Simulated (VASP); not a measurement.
# CdSe (F-43m) in VASP: further runs

The runs below take CdSe through single point, with PBE.

Everything below comes from runs of VASP 6.6.1. Logs are shortened: lines on timing, memory, paths and dates and some standing lists are left out, and cuts for length are marked.

## (1) The cell of the first run

It takes space group F-43m (No. 216, cubic). The conventional cell has a = 6.221 Å, b = 6.221 Å, c = 6.221 Å, α = 90.00°, β = 90.00°, γ = 90.00°. Within 3.6 Å of Cd (site symmetry -43m) lie 4 Se at 2.69 Å. Within 3.6 Å of Se (site symmetry -43m) lie 4 Cd at 2.69 Å.

## (2) Single point, PBE (volume scaled by 1.04)

INCAR reads:

```
SYSTEM = CdSe
PREC = Accurate
ENCUT = 520
EDIFF = 1E-6
ISMEAR = -1
SIGMA = 0.03
LREAL = .FALSE.
LASPH = .TRUE.
NELM = 100
ALGO = Normal
ISIF = 2
LWAVE = .FALSE.
LCHARG = .TRUE.
GGA = PE
LELF = .TRUE.
LVHAR = .TRUE.
NBANDS = 16
```

KPOINTS reads:

```
Automatic mesh
0
G
  8 8 8
  0 0 0
```

POSCAR reads:

```
CdSe
1.0
    0.0000000000      3.1106741371      3.1106741371
    3.1106741371      0.0000000000      3.1106741371
    3.1106741371      3.1106741371      0.0000000000
Cd Se
1 1
Direct
    0.0000000000      0.0000000000      0.0000000000
    0.2500000000      0.2500000000      0.2500000000
```

Potentials or basis: VASP PAW PBE potentials, release 64 (Cd, Se).

On the command line:

```bash
> cat potpaw_PBE.64/Cd/POTCAR potpaw_PBE.64/Se/POTCAR > POTCAR
> mpirun -np 1 vasp_std > vasp.out
```

OUTCAR:

```text
SYSTEM = CdSe
   PREC = Accurate
   ENCUT = 520
   EDIFF = 1E-6
   ISMEAR = -1
   LREAL = .FALSE.
   LASPH = .TRUE.
   NELM = 100
   ISIF = 2
   GGA = PE

 ion  position               nearest neighbor table
   1  0.000  0.000  0.000-   2 2.69   2 2.69   2 2.69   2 2.69
   2  0.250  0.250  0.250-   1 2.69   1 2.69   1 2.69   1 2.69

  LATTYP: Found a face centered cubic cell.
 ALAT       =     6.2213482742

  Lattice vectors:

 A1 = (   0.0000000000,   3.1106741371,   3.1106741371)
 A2 = (   3.1106741371,   0.0000000000,   3.1106741371)
 A3 = (   3.1106741371,   3.1106741371,   0.0000000000)

Analysis of symmetry for initial positions (statically):
=====================================================================
 Subroutine PRICEL returns:
 Original cell was already a primitive cell.

 Routine SETGRP: Setting up the symmetry group for a
 face centered cubic supercell.

 Subroutine GETGRP returns: Found 24 space group operations
 (whereof 24 operations were pure point group operations)
 out of a pool of 48 trial point group operations.

The static configuration has the point symmetry T_d .

Analysis of symmetry for dynamics (positions and initial velocities):
=====================================================================
 Subroutine PRICEL returns:
 Original cell was already a primitive cell.

 Routine SETGRP: Setting up the symmetry group for a
 face centered cubic supercell.

 Subroutine GETGRP returns: Found 24 space group operations
 (whereof 24 operations were pure point group operations)
 out of a pool of 48 trial point group operations.

The dynamic configuration has the point symmetry T_d .

 Subroutine INISYM returns: Found 24 space group operations
 (whereof 24 operations are pure point group operations),
 and found     1 'primitive' translations

----------------------------------------------------------------------------------------

                                     Primitive cell

  volume of cell :      60.1996

  direct lattice vectors                    reciprocal lattice vectors
     0.000000000  3.110674137  3.110674137    -0.160736862  0.160736862  0.160736862
     3.110674137  0.000000000  3.110674137     0.160736862 -0.160736862  0.160736862
     3.110674137  3.110674137  0.000000000     0.160736862  0.160736862 -0.160736862

  length of vectors
     4.399157553  4.399157553  4.399157553     0.278404412  0.278404412  0.278404412

  position of ions in fractional coordinates (direct lattice)
     0.000000000  0.000000000  0.000000000
     0.250000000  0.250000000  0.250000000

  ion indices of the primitive-cell ions
   primitive index   ion index
                 1           1
                 2           2

----------------------------------------------------------------------------------------

 KPOINTS: Automatic mesh

Automatic generation of k-mesh.
 Grid dimensions read from file:
 generate k-points for:    8    8    8

 Generating k-lattice:

  Cartesian coordinates                     Fractional coordinates (reciprocal lattice)
    -0.020092108  0.020092108  0.020092108     0.125000000  0.000000000  0.000000000
     0.020092108 -0.020092108  0.020092108     0.000000000  0.125000000  0.000000000
     0.020092108  0.020092108 -0.020092108     0.000000000  0.000000000  0.125000000

  Length of vectors
     0.034800551  0.034800551  0.034800551

  Shift w.r.t. Gamma in fractional coordinates (k-lattice)
     0.000000000  0.000000000  0.000000000

 Subroutine IBZKPT returns following result:
 ===========================================

 Found     29 irreducible k-points:

 Following reciprocal coordinates:
            Coordinates               Weight
  0.000000  0.000000  0.000000      1.000000
  0.125000  0.000000  0.000000      8.000000
  0.250000  0.000000  0.000000      8.000000
  0.375000  0.000000  0.000000      8.000000
  0.500000  0.000000  0.000000      4.000000
  0.125000  0.125000  0.000000      6.000000
[... 16 lines left out ...]
  0.500000  0.250000  0.125000     48.000000
 -0.375000  0.250000  0.125000     24.000000
 [... further k-points ...]
   k-points           NKPTS =     29   k-points in BZ     NKDIM =     29   number of bands    NBANDS=     16
   number of dos      NEDOS =    301   number of ions     NIONS =      2
   total plane-waves  NPLWV =  46656
   dimension x,y,z NGX =    36 NGY =   36 NGZ =   36
   dimension x,y,z NGXF=    72 NGYF=   72 NGZF=   72
   ions per type =               1   1
   NGX,Y,Z   is equivalent  to a cutoff of  13.60, 13.60, 13.60 a.u.
   NGXF,Y,Z  is equivalent  to a cutoff of  27.21, 27.21, 27.21 a.u.
 SYSTEM =  CdSe
   PREC   = accura    normal or accurate (medium, high low for compatibility)
   ISTART =      0    job   : 0-new  1-cont  2-samecut
   ICHARG =      2    charge: 1-file 2-atom 10-const
   ISPIN  =      1    spin polarized calculation?
   LNONCOLLINEAR =      F non collinear calculations
   LSORBIT =      F    spin-orbit coupling
   LASPH  =      T    aspherical Exc in radial PAW
   ENCUT  =  520.0 eV  38.22 Ry    6.18 a.u.   8.18  8.18  8.18*2*pi/ulx,y,z
   NELM   =    100;   NELMIN=  2; NELMDL= -5     # of ELM steps
   EDIFF  = 0.1E-05   stopping-criterion for ELM
   LREAL  =      F    real-space projection
   EDIFFG = 0.1E-04   stopping-criterion for IOM
   NSW    =      0    number of steps for IOM
   IBRION =     -1    ionic relax: 0-MD 1-quasi-New 2-CG
   NFREE  =      0    steps in history (QN), initial steepest desc. (CG)
   ISIF   =      2    stress and relaxation
   ISYM   =      2    0-nonsym 1-usesym 2-fastsym
   POTIM  = 0.5000    time-step for ionic-motion
   TEBEG  =    0.0;   TEEND  =   0.0 temperature during run
   PSTRESS=    0.0 pullay stress
   NELECT =      18.0000    total number of electrons
   NUPDOWN=      -1.0000    fix difference up-down
   EMIN   =  10.00;   EMAX   =-10.00  energy-range for DOS
   EFERMI =   0.00;   METHOD = LEGACY
   ISMEAR =    -1;   SIGMA  =   0.03  broadening in eV -4-tet -1-fermi 0-gaus
   EFERMI_NEDOS =   21; number of points for ismear=-14 and -15
   IALGO  =     38    algorithm
   IMIX   =      4    mixing-type and parameters
     AMIX     =   0.40;   BMIX     =  1.00
     AMIX_MAG =   1.60;   BMIX_MAG =  1.00
  volume/ion in A,a.u.               =      30.10       203.12
  Fermi-wavevector in a.u.,A,eV,Ry     =   1.094715  2.068712 16.305241  1.198401
  Thomas-Fermi vector in A             =   2.231025
   LORBIT       =      0    0 simple, 1 ext, 2 COOP (PROOUT), +10 PAW based schemes
   GGA     = PE    functional components
   LHFCALC =     F    Hartree Fock is set to
   AEXX    =    0.0000 exact exchange contribution
   IVDW    =     0    specifies the selected vdW correction
   LEPSILON=     F    determine dielectric tensor
   LRPA    =     F    only Hartree local field effects (RPA)
 non-spin polarized calculation
  energy-cutoff  :      520.00
  volume of cell :       60.20
 maximum number of plane-waves:      1639
 NGX is ok and might be reduce to    36
   NGX = 17   NGY = 17   NGZ = 17

 number of electron      18.0000001 magnetization

 Free energy of the ion-electron system (eV)
  ---------------------------------------------------
  ext. energy  EPLUGINS =         0.00000000
  ---------------------------------------------------
  free energy    TOTEN  =        -5.49915555 eV

  energy without entropy =       -5.49915392  energy(sigma->0) =       -5.49915473

 E-fermi :   0.6792     XC(G=0):  -8.5810

 val. band max:        0.4266065488   @ k =   0.0000   0.0000   0.0000
 cond. band min:       0.8944141266   @ k =   0.0000   0.0000   0.0000
 fundamental gap:      0.4678075778
 Fermi energy:         0.6792307877

 k-point     1 :       0.0000    0.0000    0.0000
  band No.  band energies     occupation
      1     -11.8099      2.00000
      2      -7.3032      2.00000
      3      -7.3032      2.00000
      4      -7.3032      2.00000
      5      -6.9971      2.00000
      6      -6.9971      2.00000
[... 8 lines left out ...]
     15      11.3691      0.00000
     16      11.3691      0.00000

 k-point     2 :       0.1250    0.0000    0.0000
  band No.  band energies     occupation
      1     -11.7643      2.00000
      2      -7.2890      2.00000
      3      -7.2890      2.00000
      4      -7.2590      2.00000
      5      -6.9978      2.00000
      6      -6.9978      2.00000
[... 8 lines left out ...]
     15      10.6551      0.00000
     16      10.6651      0.00000

 k-point     3 :       0.2500    0.0000    0.0000
  band No.  band energies     occupation
      1     -11.6532      2.00000
      2      -7.2580      2.00000
      3      -7.2580      2.00000
      4      -7.1151      2.00000
      5      -6.9951      2.00000
      6      -6.9951      2.00000
[... 8 lines left out ...]
     15      10.4145      0.00000
     16      10.4448      0.00000

 k-point     4 :       0.3750    0.0000    0.0000
  band No.  band energies     occupation
      1     -11.5409      2.00000
      2      -7.2334      2.00000
      3      -7.2334      2.00000
      4      -6.9848      2.00000
      5      -6.9848      2.00000
      6      -6.8880      2.00000
[... 8 lines left out ...]
     15      11.2284      0.00000
     16      11.2284      0.00000

 k-point     5 :       0.5000    0.0000    0.0000
  band No.  band energies     occupation
      1     -11.4942      2.00000
      2      -7.2255      2.00000
      3      -7.2255      2.00000
      4      -6.9778      2.00000
      5      -6.9778      2.00000
      6      -6.7504      2.00000
[... 8 lines left out ...]
     15      12.3397      0.00000
     16      12.3397      0.00000

 k-point     6 :       0.1250    0.1250    0.0000
  band No.  band energies     occupation
      1     -11.7492      2.00000
      2      -7.2752      2.00000
      3      -7.2752      2.00000
      4      -7.2627      2.00000
      5      -7.0060      2.00000
      6      -6.9901      2.00000
[... 8 lines left out ...]
     15      11.1011      0.00000
     16      11.5051      0.00000

 k-point     7 :       0.2500    0.1250    0.0000
  band No.  band energies     occupation
      1     -11.6601      2.00000
      2      -7.2536      2.00000
      3      -7.2422      2.00000
      4      -7.1593      2.00000
      5      -7.0067      2.00000
      6      -6.9835      2.00000
[... 8 lines left out ...]
     15      11.3120      0.00000
     16      11.6972      0.00000

 k-point     8 :       0.3750    0.1250    0.0000
  band No.  band energies     occupation
      1     -11.5485      2.00000
      2      -7.2296      2.00000
      3      -7.2142      2.00000
      4      -7.0306      2.00000
      5      -6.9760      2.00000
      6      -6.9201      2.00000
[... 8 lines left out ...]
     15      11.3513      0.00000
     16      11.8095      0.00000

 k-point     9 :       0.5000    0.1250    0.0000
  band No.  band energies     occupation
      1     -11.4802      2.00000
      2      -7.2164      2.00000
      3      -7.2049      2.00000
      4      -6.9989      2.00000
      5      -6.9758      2.00000
      6      -6.7402      2.00000
[... 8 lines left out ...]
     15      11.6856      0.00000
     16      12.3955      0.00000
[... 172 lines left out ...]
 k-point    19 :       0.5000    0.3750    0.0000
  band No.  band energies     occupation
      1     -11.4098      2.00000
      2      -7.1458      2.00000
      3      -7.1081      2.00000
      4      -7.0853      2.00000
      5      -6.9569      2.00000
      6      -6.7010      2.00000
[... 8 lines left out ...]
     15      12.7787      0.00000
     16      13.2558      0.00000

 k-point    20 :      -0.3750    0.3750    0.0000
  band No.  band energies     occupation
      1     -11.4037      2.00000
      2      -7.1667      2.00000
      3      -7.1234      2.00000
      4      -7.0499      2.00000
      5      -6.9727      2.00000
      6      -6.6266      2.00000
[... 8 lines left out ...]
     15      11.7604      0.00000
     16      13.9594      0.00000

 k-point    21 :       0.5000    0.5000    0.0000
  band No.  band energies     occupation
      1     -11.3947      2.00000
      2      -7.1351      2.00000
      3      -7.0902      2.00000
      4      -7.0902      2.00000
      5      -6.9493      2.00000
      6      -6.6940      2.00000
[... 8 lines left out ...]
     15      12.7119      0.00000
     16      13.3371      0.00000

 k-point    22 :       0.3750    0.2500    0.1250
  band No.  band energies     occupation
      1     -11.5710      2.00000
      2      -7.2232      2.00000
      3      -7.2075      2.00000
      4      -7.0747      2.00000
      5      -6.9873      2.00000
      6      -6.9544      2.00000
[... 8 lines left out ...]
     15      11.7620      0.00000
     16      12.8294      0.00000

 k-point    23 :       0.5000    0.2500    0.1250
  band No.  band energies     occupation
      1     -11.4818      2.00000
      2      -7.1996      2.00000
      3      -7.1854      2.00000
      4      -7.0308      2.00000
      5      -6.9787      2.00000
      6      -6.7893      2.00000
[... 8 lines left out ...]
     15      12.0367      0.00000
     16      12.8261      0.00000

 k-point    24 :      -0.3750    0.2500    0.1250
  band No.  band energies     occupation
      1     -11.4450      2.00000
      2      -7.1950      2.00000
      3      -7.1755      2.00000
      4      -7.0115      2.00000
      5      -6.9832      2.00000
      6      -6.6787      2.00000
[... 8 lines left out ...]
     15      11.9048      0.00000
     16      12.8171      0.00000

 [... further k-points ...]
[... 5 lines left out ...]
  --------------------------------------------------------------------------------------
  -------------------------------------------------------------------------------------
  Total       -0.1127590     -0.1127590     -0.1127590      0.0000000      0.0000000      0.0000000
  in kB       -3.0010143     -3.0010143     -3.0010143      0.0000000      0.0000000      0.0000000
  external PRESSURE =      -3.0010143 kB  Pullay stress =       0.0000000 kB

 VOLUME and BASIS-vectors are now :
 -----------------------------------------------------------------------------
  energy-cutoff  :      520.00
  volume of cell :       60.20
      direct lattice vectors                 reciprocal lattice vectors
     0.000000000  3.110674137  3.110674137    -0.160736862  0.160736862  0.160736862
     3.110674137  0.000000000  3.110674137     0.160736862 -0.160736862  0.160736862
     3.110674137  3.110674137  0.000000000     0.160736862  0.160736862 -0.160736862

 POSITION                                       TOTAL-FORCE (eV/Angst)
 -----------------------------------------------------------------------------------
      0.00000      0.00000      0.00000         0.000000      0.000000     -0.000000
      1.55534      1.55534      1.55534        -0.000000     -0.000000      0.000000
 -----------------------------------------------------------------------------------
    total drift:                               -0.000000     -0.000000     -0.000000

  FREE ENERGIE OF THE ION-ELECTRON SYSTEM (eV)
  ---------------------------------------------------
  free  energy   TOTEN  =        -5.4991555492 eV

  energy  without entropy=       -5.4991539206  energy(sigma->0) =       -5.49915473
```

Wall time 12 s (1 thread of Intel Xeon 6975P-C (Granite Rapids), shared host); peak memory 0.21 GiB.

What came out:

* Free energy: -5.4992 eV
* Pressure: -0.3 GPa
* Band gap on the k mesh: 0.47 eV, direct

## (3) Single point, PBE (volume scaled by 1.02)

INCAR reads:

```
PREC     = Accurate       # precision mode
ENCUT    = 520            # plane-wave cutoff, eV
EDIFF    = 1E-6           # SCF threshold, eV
ISMEAR   = -1             # smearing method
SIGMA    = 0.03           # smearing width, eV
LREAL    = F              # projectors in reciprocal space
LASPH    = T              # aspherical terms in the spheres
NELM     = 100            # most SCF steps
ALGO     = Normal         # electronic algorithm
ISIF     = 2              # what is computed and relaxed
LWAVE    = F              # write WAVECAR
LCHARG   = F              # write CHGCAR
GGA      = PE             # functional
NBANDS   = 16             # bands
```

KPOINTS reads:

```
regular mesh
0
Gamma
  8 8 8
```

POSCAR reads:

```
CdSe
1.0
    0.0000000000      3.0906047130      3.0906047130
    3.0906047130      0.0000000000      3.0906047130
    3.0906047130      3.0906047130      0.0000000000
Cd Se
1 1
Direct
    0.0000000000      0.0000000000      0.0000000000
    0.2500000000      0.2500000000      0.2500000000
```

Potentials or basis: VASP PAW PBE potentials, release 64 (Cd, Se).

On the command line:

```bash
> cat potpaw_PBE.64/Cd/POTCAR potpaw_PBE.64/Se/POTCAR > POTCAR
> mpirun -np 1 vasp_std > vasp.out
```

Wall time 12 s (1 thread of Intel Xeon 6975P-C (Granite Rapids), shared host); peak memory 0.21 GiB.

Results (log left out):

```yaml
Free_energy: -5.4982 eV
Pressure: 0.6 GPa
Band_gap_on_the_k_mesh: 0.51 eV, direct
```

Levels at points of the mesh, in eV from the valence-band top:
| k point | band 5 | band 6 | band 7 | band 8 | band 9 | band 10 | band 11 | band 12 | band 13 | band 14 |
| --- | --- | --- | --- | --- | --- | --- | --- | --- | --- | --- |
| (0.00, 0.00, 0.00) | -7.46 | -7.46 | 0.00 | 0.00 | 0.00 | 0.51 | 5.93 | 5.93 | 5.93 | 9.59 |
| (0.50, 0.00, 0.00) | -7.44 | -7.20 | -4.11 | -0.68 | -0.68 | 2.33 | 6.43 | 6.43 | 7.28 | 9.91 |
| (0.50, 0.50, 0.00) | -7.41 | -7.14 | -3.87 | -1.69 | -1.69 | 3.22 | 3.70 | 8.89 | 9.93 | 9.93 |

(Part 1 of 2 ends here.)
